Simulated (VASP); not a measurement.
A run of VASP 6.6.1:

INCAR

```
  PREC = Accurate
  ENCUT = 520
  EDIFF = 1E-7
  ISMEAR = 0
  SIGMA = 0.1
  LREAL = F
  LASPH = T
  NELM = 80
  ALGO = Normal
  ISIF = 2
  LWAVE = F
  LCHARG = F
  GGA = PE
  NBANDS = 13
```

Contents of KPOINTS:

```
regular mesh
0
Gamma
  14 14 14
```

Contents of POSCAR:

```
Pb
1.0
    0.0000000000      2.5210006449      2.5210006449
    2.5210006449      0.0000000000      2.5210006449
    2.5210006449      2.5210006449      0.0000000000
Pb
1
Direct
    0.0000000000      0.0000000000      0.0000000000
```

Potentials or basis: VASP PAW PBE potentials, release 64 (Pb_d).

The run is started by

```bash
$ cat potpaw_PBE.64/Pb_d/POTCAR > POTCAR
$ mpirun -np 1 vasp_std > vasp.out
```

Hardware: 1 thread of AMD EPYC 7R13 Processor (Zen 3), on a shared host.

Q: Estimate the wall time of this run.

A: Wall time 50 s on 1 thread of AMD EPYC 7R13 Processor (Zen 3) (shared host), peak memory 0.15 GiB. Counts: scf iterations 11, k points 104.
